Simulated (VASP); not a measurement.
Here is a VASP 6.6.1 calculation.

The input INCAR:

```
SYSTEM = NbOs3Au
  ALGO = Fast
  EDIFF = 1E-7
  EDIFFG = -0.01
  ENCUT = 600
  GGA = PE
  IBRION = 2
  ISIF = 3
  ISMEAR = 0
  LASPH = .TRUE.
  LCHARG = .FALSE.
  LREAL = .FALSE.
  LWAVE = .FALSE.
  NELM = 60
  NSW = 100
  PREC = Accurate
  SIGMA = 0.1
```

Contents of KPOINTS:

```
k-points
0
G
  8 8 8
  0 0 0
```

POSCAR

```
NbOs3Au
1.0
    4.7258145497      0.0000000000      0.0000000000
    0.0000000000      4.7258145497      0.0000000000
    0.0000000000      0.0000000000      4.7258145497
Nb Os Au
1 3 1
Direct
    0.0000000000      0.0000000000      0.0000000000
    0.0000000000      0.5000000000      0.5000000000
    0.5000000000      0.0000000000      0.5000000000
    0.5000000000      0.5000000000      0.0000000000
    0.5000000000      0.5000000000      0.5000000000
```

Potentials or basis: VASP PAW PBE potentials, release 64 (Nb_sv, Os, Au).

The run is started by

```console
$ cat potpaw_PBE.64/Nb_sv/POTCAR potpaw_PBE.64/Os/POTCAR potpaw_PBE.64/Au/POTCAR > POTCAR
$ mpirun -np 1 vasp_std > vasp.out
```

Problem. What does it give for the relaxed volume?

Solution. 21.08 Å³/atom.

Problem. Predict the relaxed cell.

Solution. a = 4.724 Å, b = 4.724 Å, c = 4.724 Å, α = 90.00°, β = 90.00°, γ = 90.00°.

Problem. What does it give for the space group after relaxing (to 0.1 Å)?

Solution. Pm-3m (No. 221).

Final structure:
```xyz
5
Lattice="4.7235 0.0000 0.0000 0.0000 4.7235 0.0000 0.0000 0.0000 4.7235" Properties=species:S:1:pos:R:3 pbc="T T T"
Nb    0.0000    0.0000    0.0000
Os    0.0000    2.3618    2.3618
Os    2.3618    0.0000    2.3618
Os    2.3618    2.3618    0.0000
Au    2.3618    2.3618    2.3618
```
